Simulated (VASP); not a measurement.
Wanted: the native input for a VASP 6.6.1 run.

* Task: single point
* Functional: PBE
* Potentials or basis: VASP PAW PBE potentials, release 64 (Ta_pv, B, Mo_sv)
* Cutoff: 520 eV
* k mesh: 6 × 6 × 4
* Occupations: gaussian, width 0.1 eV
* Spin: no spin polarisation
* Dipole correction: no
* Further INCAR settings: ALGO = Normal; EDIFF = 1e-06; NBANDS = 33

The structure of TaB3Mo2 lies in POSCAR:

```
TaB3Mo2
1.0
    3.1827834995      0.0000000000      0.0000000000
   -1.5913917498      2.7563713653      0.0000000000
    0.0000000000      0.0000000000      7.8095085077
Ta B Mo
1 3 2
Direct
    0.0000000000      0.0000000000      0.0000000000
    0.6666666667      0.3333333333      0.1725694063
    0.3333333333      0.6666666667      0.8274305937
    0.0000000000      0.0000000000      0.5000000000
    0.6666666667      0.3333333333      0.6643814481
    0.3333333333      0.6666666667      0.3356185519
```

The cell was generated, and may not be a known phase.

One way to write it, as run:

INCAR

```
ALGO     = Normal         # electronic algorithm
EDIFF    = 1E-6           # SCF threshold, eV
ENCUT    = 520            # plane-wave cutoff, eV
GGA      = PE             # functional
ISIF     = 2              # what is computed and relaxed
ISMEAR   = 0              # smearing method
LASPH    = True           # aspherical terms in the spheres
LCHARG   = True           # write CHGCAR
LELF     = True           # ELF
LREAL    = False          # projectors in reciprocal space
LVHAR    = True         
LWAVE    = False          # write WAVECAR
NBANDS   = 33             # bands
NELM     = 100            # most SCF steps
PREC     = Accurate       # precision mode
SIGMA    = 0.1            # smearing width, eV
```

KPOINTS

```
k-points
0
Gamma
  6 6 4
```

Potentials or basis: VASP PAW PBE potentials, release 64 (Ta_pv, B, Mo_sv).

Command:

```console
$ cat potpaw_PBE.64/Ta_pv/POTCAR potpaw_PBE.64/B/POTCAR potpaw_PBE.64/Mo_sv/POTCAR > POTCAR
$ mpirun -np 1 vasp_std > vasp.out
```

Results of the run:

- Pressure: 0.2 GPa
- Largest force: 0.039 eV/Å
- Band gap on the k mesh: zero (bands 24 and 25 overlap by 1.99 eV)

Caveat: the k points lie up to 0.38 Å⁻¹ apart, too coarse for converged energies and pressures of a metal; spin-orbit coupling is left out, which moves the levels of the heavy elements.

Wall time 19 s on 1 thread of Intel(R) Xeon(R) 6975P-C (Granite Rapids) (shared host), peak memory 0.21 GiB.
